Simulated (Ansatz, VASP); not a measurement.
**One calculation of SnO2, two programs**

The input INCAR:

```
PREC     = Accurate       # precision mode
ENCUT    = 520            # plane-wave cutoff, eV
EDIFF    = 1E-6           # SCF threshold, eV
ISMEAR   = 0              # smearing method
SIGMA    = 0.01           # smearing width, eV
LREAL    = False          # projectors in reciprocal space
LASPH    = True           # aspherical terms in the spheres
NELM     = 60             # most SCF steps
ALGO     = Normal         # electronic algorithm
ISIF     = 2              # what is computed and relaxed
LWAVE    = False          # write WAVECAR
LCHARG   = True           # write CHGCAR
GGA      = PE             # functional
LELF     = True           # ELF
LVHAR    = True         
NBANDS   = 35             # bands
```

KPOINTS

```
regular mesh
0
Gamma
  4 4 6
```

File POSCAR:

```
SnO2
1.0
    4.7537409794      0.0000000000      0.0000000000
    0.0000000000      4.7537409794      0.0000000000
    0.0000000000      0.0000000000      3.1970864565
Sn O
2 4
Direct
    0.0000000000      0.0000000000      0.0000000000
    0.5000000000      0.5000000000      0.5000000000
    0.3071000000      0.3071000000      0.0000000000
    0.1929000000      0.8071000000      0.5000000000
    0.6929000000      0.6929000000      0.0000000000
    0.8071000000      0.1929000000      0.5000000000
```

Input for Ansatz:

```yaml
crystal:
  lattice:
    - [4.753740979422419, 0.0, 0.0]
    - [0.0, 4.753740979422419, 0.0]
    - [0.0, 0.0, 3.1970864565068675]
  atoms:
    - { symbol: Sn, position: [0.0, 0.0, 0.0] }
    - { symbol: Sn, position: [0.5, 0.5, 0.5] }
    - { symbol: O, position: [0.3071, 0.3071, 0.0] }
    - { symbol: O, position: [0.1929, 0.8071, 0.5] }
    - { symbol: O, position: [0.6929, 0.6929, 0.0] }
    - { symbol: O, position: [0.8071, 0.1929, 0.5] }
basis:
  ecutwfc: 517.016338673772
kpoints:
  mp_grid:
    grid: [4, 4, 6]
hamiltonian:
  xc: pbe
scf:
  occupations:
    method: fixed
output:
  stress: true
```

Alike in both runs: task single point; functional PBE; k mesh 4 × 4 × 6; no spin polarisation.

|  | VASP | Ansatz |
| --- | --- | --- |
| version | VASP 6.6.1 | Ansatz 0.2.0 |
| potentials or method | VASP PAW PBE potentials, release 64 (Sn_d, O), cutoff 520 eV | plane waves, PAW |
| occupations | gaussian, width 0.01 eV | fixed |
| valence electrons in the cell | 52 | 52 |

```tsv
	VASP	Ansatz	Ansatz less VASP
pressure (GPa)	9.5	8.8	-0.70
traceless stress, the component that is largest in VASP (GPa)	1.73	1.48	-0.247
```
